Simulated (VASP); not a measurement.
# BeSb (Fm-3m) in VASP: single point with PBE

Aim: the single point of BeSb with PBE.

All numbers are computed with VASP 6.6.1; they aren't measurements. Logs are shortened: lines on timing, memory, paths and dates and some standing lists are left out, and cuts for length are marked.

### Step 1. The cell of the first run

The structure is cubic, space group Fm-3m (No. 225). The conventional cell has a = 5.384 Å, b = 5.384 Å, c = 5.384 Å, α = 90.00°, β = 90.00°, γ = 90.00°. Be (site symmetry m-3m) has 6 Sb at 2.69 Å within 3.5 Å. Within 3.5 Å of Sb (site symmetry m-3m) lie 6 Be at 2.69 Å.

### Step 2. Single point, PBE

INCAR

```
ALGO = Normal
EDIFF = 1E-6
ENCUT = 600
GGA = PE
GGA_COMPAT = False
ISIF = 2
ISMEAR = -1
LASPH = True
LCHARG = True
LELF = True
LREAL = False
LVHAR = True
LWAVE = False
NBANDS = 10
NELM = 120
PREC = Accurate
SIGMA = 0.1017
```

KPOINTS

```
k-points
0
Gamma
  11 11 11
```

POSCAR

```
BeSb
1.0
    0.0000000000      2.6921370000      2.6921370000
    2.6921370000      0.0000000000      2.6921370000
    2.6921370000      2.6921370000      0.0000000000
Be Sb
1 1
Direct
    0.0000000000      0.0000000000      0.0000000000
    0.5000000000      0.5000000000      0.5000000000
```

Potentials or basis: VASP PAW PBE potentials, release 64 (Be, Sb).

On the command line:

```sh
$ cat potpaw_PBE.64/Be/POTCAR potpaw_PBE.64/Sb/POTCAR > POTCAR
$ mpirun -np 1 vasp_std > vasp.out
```

OUTCAR:

```text
EDIFF = 1E-6
   ENCUT = 600
   GGA = PE
   ISIF = 2
   ISMEAR = -1
   LASPH = True
   LREAL = False
   NELM = 120
   PREC = Accurate

 ion  position               nearest neighbor table
   1  0.000  0.000  0.000-   2 2.69   2 2.69   2 2.69   2 2.69   2 2.69   2 2.69
   2  0.500  0.500  0.500-   1 2.69   1 2.69   1 2.69   1 2.69   1 2.69   1 2.69

  LATTYP: Found a face centered cubic cell.
 ALAT       =     5.3842740000

  Lattice vectors:

 A1 = (   0.0000000000,   2.6921370000,   2.6921370000)
 A2 = (   2.6921370000,   0.0000000000,   2.6921370000)
 A3 = (   2.6921370000,   2.6921370000,   0.0000000000)

Analysis of symmetry for initial positions (statically):
=====================================================================
 Subroutine PRICEL returns:
 Original cell was already a primitive cell.

 Routine SETGRP: Setting up the symmetry group for a
 face centered cubic supercell.

 Subroutine GETGRP returns: Found 48 space group operations
 (whereof 48 operations were pure point group operations)
 out of a pool of 48 trial point group operations.

The static configuration has the point symmetry O_h .

Analysis of symmetry for dynamics (positions and initial velocities):
=====================================================================
 Subroutine PRICEL returns:
 Original cell was already a primitive cell.

 Routine SETGRP: Setting up the symmetry group for a
 face centered cubic supercell.

 Subroutine GETGRP returns: Found 48 space group operations
 (whereof 48 operations were pure point group operations)
 out of a pool of 48 trial point group operations.

The dynamic configuration has the point symmetry O_h .

 Subroutine INISYM returns: Found 48 space group operations
 (whereof 48 operations are pure point group operations),
 and found     1 'primitive' translations

----------------------------------------------------------------------------------------

                                     Primitive cell

  volume of cell :      39.0231

  direct lattice vectors                    reciprocal lattice vectors
     0.000000000  2.692137000  2.692137000    -0.185726061  0.185726061  0.185726061
     2.692137000  0.000000000  2.692137000     0.185726061 -0.185726061  0.185726061
     2.692137000  2.692137000  0.000000000     0.185726061  0.185726061 -0.185726061

  length of vectors
     3.807256657  3.807256657  3.807256657     0.321686974  0.321686974  0.321686974

  position of ions in fractional coordinates (direct lattice)
     0.000000000  0.000000000  0.000000000
     0.500000000  0.500000000  0.500000000

  ion indices of the primitive-cell ions
   primitive index   ion index
                 1           1
                 2           2

----------------------------------------------------------------------------------------

 KPOINTS: k-points

Automatic generation of k-mesh.
 Grid dimensions read from file:
 generate k-points for:   11   11   11

 Generating k-lattice:

  Cartesian coordinates                     Fractional coordinates (reciprocal lattice)
    -0.016884187  0.016884187  0.016884187     0.090909091  0.000000000  0.000000000
     0.016884187 -0.016884187  0.016884187     0.000000000  0.090909091  0.000000000
     0.016884187  0.016884187 -0.016884187     0.000000000  0.000000000  0.090909091

  Length of vectors
     0.029244270  0.029244270  0.029244270

  Shift w.r.t. Gamma in fractional coordinates (k-lattice)
     0.000000000  0.000000000  0.000000000

 Subroutine IBZKPT returns following result:
 ===========================================

 Found     56 irreducible k-points:

 Following reciprocal coordinates:
            Coordinates               Weight
  0.000000  0.000000  0.000000      1.000000
  0.090909  0.000000  0.000000      8.000000
  0.181818  0.000000  0.000000      8.000000
  0.272727  0.000000  0.000000      8.000000
  0.363636  0.000000  0.000000      8.000000
  0.454545  0.000000  0.000000      8.000000
[... 16 lines left out ...]
 -0.272727  0.181818  0.000000     24.000000
 -0.181818  0.181818  0.000000     12.000000
 [... further k-points ...]
   k-points           NKPTS =     56   k-points in BZ     NKDIM =     56   number of bands    NBANDS=     10
   number of dos      NEDOS =    301   number of ions     NIONS =      2
   total plane-waves  NPLWV =  27000
   dimension x,y,z NGX =    30 NGY =   30 NGZ =   30
   dimension x,y,z NGXF=    60 NGYF=   60 NGZF=   60
   ions per type =               1   1
   NGX,Y,Z   is equivalent  to a cutoff of  13.10, 13.10, 13.10 a.u.
   NGXF,Y,Z  is equivalent  to a cutoff of  26.20, 26.20, 26.20 a.u.
 SYSTEM =  unknown system
   PREC   = accura    normal or accurate (medium, high low for compatibility)
   ISTART =      0    job   : 0-new  1-cont  2-samecut
   ICHARG =      2    charge: 1-file 2-atom 10-const
   ISPIN  =      1    spin polarized calculation?
   LNONCOLLINEAR =      F non collinear calculations
   LSORBIT =      F    spin-orbit coupling
   LASPH  =      T    aspherical Exc in radial PAW
   ENCUT  =  600.0 eV  44.10 Ry    6.64 a.u.   7.60  7.60  7.60*2*pi/ulx,y,z
   NELM   =    120;   NELMIN=  2; NELMDL= -5     # of ELM steps
   EDIFF  = 0.1E-05   stopping-criterion for ELM
   LREAL  =      F    real-space projection
   EDIFFG = 0.1E-04   stopping-criterion for IOM
   NSW    =      0    number of steps for IOM
   IBRION =     -1    ionic relax: 0-MD 1-quasi-New 2-CG
   NFREE  =      0    steps in history (QN), initial steepest desc. (CG)
   ISIF   =      2    stress and relaxation
   ISYM   =      2    0-nonsym 1-usesym 2-fastsym
   POTIM  = 0.5000    time-step for ionic-motion
   TEBEG  =    0.0;   TEEND  =   0.0 temperature during run
   PSTRESS=    0.0 pullay stress
   NELECT =       7.0000    total number of electrons
   NUPDOWN=      -1.0000    fix difference up-down
   EMIN   =  10.00;   EMAX   =-10.00  energy-range for DOS
   EFERMI =   0.00;   METHOD = LEGACY
   ISMEAR =    -1;   SIGMA  =   0.10  broadening in eV -4-tet -1-fermi 0-gaus
   EFERMI_NEDOS =   21; number of points for ismear=-14 and -15
   IALGO  =     38    algorithm
   IMIX   =      4    mixing-type and parameters
     AMIX     =   0.40;   BMIX     =  1.00
     AMIX_MAG =   1.60;   BMIX_MAG =  1.00
  volume/ion in A,a.u.               =      19.51       131.67
  Fermi-wavevector in a.u.,A,eV,Ry     =   0.923281  1.744747 11.598245  0.852447
  Thomas-Fermi vector in A             =   2.048900
   LORBIT       =      0    0 simple, 1 ext, 2 COOP (PROOUT), +10 PAW based schemes
   GGA     = PE    functional components
   LHFCALC =     F    Hartree Fock is set to
   AEXX    =    0.0000 exact exchange contribution
   IVDW    =     0    specifies the selected vdW correction
   LEPSILON=     F    determine dielectric tensor
   LRPA    =     F    only Hartree local field effects (RPA)
 non-spin polarized calculation
  energy-cutoff  :      600.00
  volume of cell :       39.02
 maximum number of plane-waves:      1321
   NGX = 15   NGY = 15   NGZ = 15

 number of electron       7.0000000 magnetization

 Free energy of the ion-electron system (eV)
  ---------------------------------------------------
  ext. energy  EPLUGINS =         0.00000000
  ---------------------------------------------------
  free energy    TOTEN  =        -7.11089373 eV

  energy without entropy =       -7.08556946  energy(sigma->0) =       -7.09823160

 E-fermi :   6.7225     XC(G=0):  -9.8789

 val. band max:        6.6851675400   @ k =   0.2727   0.1818   0.0000
 cond. band min:       6.7721978970   @ k =  -0.4545   0.0909   0.0000
 fundamental gap:      0.0870303569
 Fermi energy:         6.7224534917

 k-point     1 :       0.0000    0.0000    0.0000
  band No.  band energies     occupation
      1      -5.0279      2.00000
      2       7.7869      0.00006
      3       7.7869      0.00006
      4       7.7869      0.00006
      5      11.4065      0.00000
      6      13.8384      0.00000
      7      13.8384      0.00000
      8      13.8384      0.00000
      9      14.0949      0.00000
     10      14.0949      0.00000

 k-point     2 :       0.0909    0.0000    0.0000
  band No.  band energies     occupation
      1      -4.9145      2.00000
      2       6.9178      0.25550
      3       7.7684      0.00007
      4       7.7684      0.00007
      5      11.7125      0.00000
      6      13.2118      0.00000
      7      13.2118      0.00000
      8      13.6824      0.00000
      9      14.0158      0.00000
     10      14.3462      0.00000

 k-point     3 :       0.1818    0.0000    0.0000
  band No.  band energies     occupation
      1      -4.5790      2.00000
      2       5.2259      2.00000
      3       7.7426      0.00009
      4       7.7426      0.00009
      5      11.6628      0.00000
      6      12.0752      0.00000
      7      12.0752      0.00000
      8      13.3635      0.00000
      9      14.7195      0.00000
     10      15.0610      0.00000

 k-point     4 :       0.2727    0.0000    0.0000
  band No.  band energies     occupation
      1      -4.0415      2.00000
      2       3.4627      2.00000
      3       7.7692      0.00007
      4       7.7692      0.00007
      5      10.9814      0.00000
      6      10.9814      0.00000
      7      11.3014      0.00000
      8      13.0569      0.00000
      9      15.9659      0.00000
     10      16.1669      0.00000

 k-point     5 :       0.3636    0.0000    0.0000
  band No.  band energies     occupation
      1      -3.3645      2.00000
      2       1.9088      2.00000
      3       7.8859      0.00002
      4       7.8859      0.00002
      5      10.0889      0.00000
      6      10.0889      0.00000
      7      10.9976      0.00000
      8      12.8148      0.00000
      9      17.3696      0.00000
     10      17.5890      0.00000

 k-point     6 :       0.4545    0.0000    0.0000
  band No.  band energies     occupation
      1      -2.7655      2.00000
      2       0.8577      2.00000
      3       8.0457      0.00000
      4       8.0457      0.00000
      5       9.5253      0.00000
      6       9.5253      0.00000
      7      10.8366      0.00000
      8      12.6838      0.00000
      9      18.6560      0.00000
     10      19.2480      0.00000
[... 183 lines left out ...]
 k-point    21 :      -0.4545    0.1818    0.0000
  band No.  band energies     occupation
      1      -2.3305      2.00000
      2       1.1210      2.00000
      3       5.1318      2.00000
      4       6.5702      1.63438
      5       8.8725      0.00000
      6      11.5636      0.00000
      7      13.4235      0.00000
      8      14.5137      0.00000
      9      16.2170      0.00000
     10      18.5911      0.00000

 k-point    22 :      -0.3636    0.1818    0.0000
  band No.  band energies     occupation
      1      -2.5823      2.00000
      2       1.5184      2.00000
      3       4.8029      2.00000
      4       7.1637      0.02577
      5       9.3148      0.00000
      6      10.8805      0.00000
      7      13.3524      0.00000
      8      14.9009      0.00000
      9      16.7997      0.00000
     10      17.3787      0.00000

 k-point    23 :      -0.2727    0.1818    0.0000
  band No.  band energies     occupation
      1      -3.2302      2.00000
      2       2.6889      2.00000
      3       4.7525      2.00000
      4       7.9576      0.00001
      5       9.9106      0.00000
      6      10.2692      0.00000
      7      13.4090      0.00000
      8      14.8891      0.00000
      9      15.6097      0.00000
     10      16.0796      0.00000

 k-point    24 :      -0.1818    0.1818    0.0000
  band No.  band energies     occupation
      1      -3.8576      2.00000
      2       3.9419      2.00000
      3       5.2164      2.00000
      4       8.6890      0.00000
      5       9.9145      0.00000
      6      10.6333      0.00000
      7      13.4015      0.00000
      8      14.0595      0.00000
      9      15.1068      0.00000
     10      15.2480      0.00000

 [... further k-points ...]

------------------------ aborting loop because EDIFF is reached ----------------------------------------

  FORCE on cell =-STRESS in cart. coord.  units (eV):
  Direction    XX          YY          ZZ          XY          YZ          ZX
  --------------------------------------------------------------------------------------
  -------------------------------------------------------------------------------------
  Total       -1.0992178     -1.0992178     -1.0992178      0.0000000      0.0000000     -0.0000000
  in kB      -45.1307827    -45.1307827    -45.1307827      0.0000000      0.0000000     -0.0000000
  external PRESSURE =     -45.1307827 kB  Pullay stress =       0.0000000 kB

 VOLUME and BASIS-vectors are now :
 -----------------------------------------------------------------------------
  energy-cutoff  :      600.00
  volume of cell :       39.02
      direct lattice vectors                 reciprocal lattice vectors
     0.000000000  2.692137000  2.692137000    -0.185726061  0.185726061  0.185726061
     2.692137000  0.000000000  2.692137000     0.185726061 -0.185726061  0.185726061
     2.692137000  2.692137000  0.000000000     0.185726061  0.185726061 -0.185726061

 POSITION                                       TOTAL-FORCE (eV/Angst)
 -----------------------------------------------------------------------------------
      0.00000      0.00000      0.00000         0.000000     -0.000000      0.000000
      2.69214      2.69214      2.69214        -0.000000      0.000000     -0.000000
 -----------------------------------------------------------------------------------
    total drift:                               -0.000000     -0.000000      0.000000

  FREE ENERGIE OF THE ION-ELECTRON SYSTEM (eV)
  ---------------------------------------------------
  free  energy   TOTEN  =        -7.1108937340 eV

  energy  without entropy=       -7.0855694565  energy(sigma->0) =       -7.09823160
```

Run time: 19 s. Hardware: 1 thread of AMD EPYC 7R13 (Zen 3), shared host; peak memory 0.16 GiB.

Results:

| Item | Value |
| --- | --- |
| Free energy | -7.1109 eV |
| Pressure | -4.5 GPa |
| Band gap on the k mesh | zero (an odd number of electrons rules out a gap without spin polarisation) |

Caveat: the cell stands under tension; spin-orbit coupling is left out, which moves the levels of the heavy elements.
